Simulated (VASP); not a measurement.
A run of VASP 6.6.1:

INCAR

```
SYSTEM = Ta
PREC = Accurate ; ENCUT = 520
EDIFF = 1E-7 ; ISMEAR = 0
SIGMA = 0.05 ; LREAL = .False.
LASPH = .True. ; NELM = 80
ALGO = Normal ; ISIF = 2
LWAVE = .False. ; LCHARG = .False.
GGA = PE ; NBANDS = 36
```

Contents of KPOINTS:

```
Automatic mesh
0
Gamma
  1 1 16
  0 0 0
```

POSCAR

```
Ta
1.0
   12.3000000000      0.0000000000      0.0000000000
    0.0000000000     12.6000000000      0.0000000000
    0.0000000000      0.0000000000      3.3187896401
Ta
5
Direct
    0.5000000000      0.5000000000      0.0000000000
    0.3650898520      0.3683019984      0.5000000000
    0.3650898520      0.6316980016      0.5000000000
    0.6349101480      0.3683019984      0.5000000000
    0.6349101480      0.6316980016      0.5000000000
```

Potentials or basis: VASP PAW PBE potentials, release 64 (Ta_pv).

Run with:

```sh
$ cat potpaw_PBE.64/Ta_pv/POTCAR > POTCAR
$ mpirun -np 1 vasp_std > vasp.out
```

Hardware: 1 thread of Intel(R) Xeon(R) Platinum 8488C (Sapphire Rapids), on a shared host.

**Question.** Estimate the wall time of this run.

**Answer.** Wall time 3.9 min on 1 thread of Intel(R) Xeon(R) Platinum 8488C (Sapphire Rapids), on a shared host, peak memory 0.59 GiB. Counts: scf iterations 23, k points 9.
